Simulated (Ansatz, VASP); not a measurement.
## One calculation of SnO, two programs

```xyz
2
Lattice="0.0000 2.5381 2.5381 2.5381 0.0000 2.5381 2.5381 2.5381 0.0000" Properties=species:S:1:pos:R:3 pbc="T T T"
Sn    0.0000    0.0000    0.0000
O     2.5381    2.5381    2.5381
```

Alike in both runs: functional r2SCAN; k mesh 10 × 10 × 10; occupations gaussian, width 0.02 eV; no spin polarisation.

Ansatz relaxed the structure, and its values are those at the end. VASP's run is a single point on that final structure, the one shown.

|  | VASP | Ansatz |
| --- | --- | --- |
| version | VASP 6.6.1 | Ansatz 0.2.0 |
| potentials or method | VASP PAW PBE potentials, release 64 (Sn_d, O), cutoff 520 eV | scalar-relativistic, plane waves, PAW |
| valence electrons in the cell | 20 | 20 |

VASP gave:

| Item | Value |
| --- | --- |
| gap on the k mesh at the Fermi level (eV) | 0.75 |
| least direct gap on the mesh (eV) | 0.82 |
| pressure (GPa) | 0.2 |

**Question.** Estimate Ansatz's values.

**Answer.** gap on the k mesh at the Fermi level (eV): 0.75; least direct gap on the mesh (eV): 0.82; pressure (GPa): 0.0.

VASP's potentials were made for PBE, not for r2SCAN.
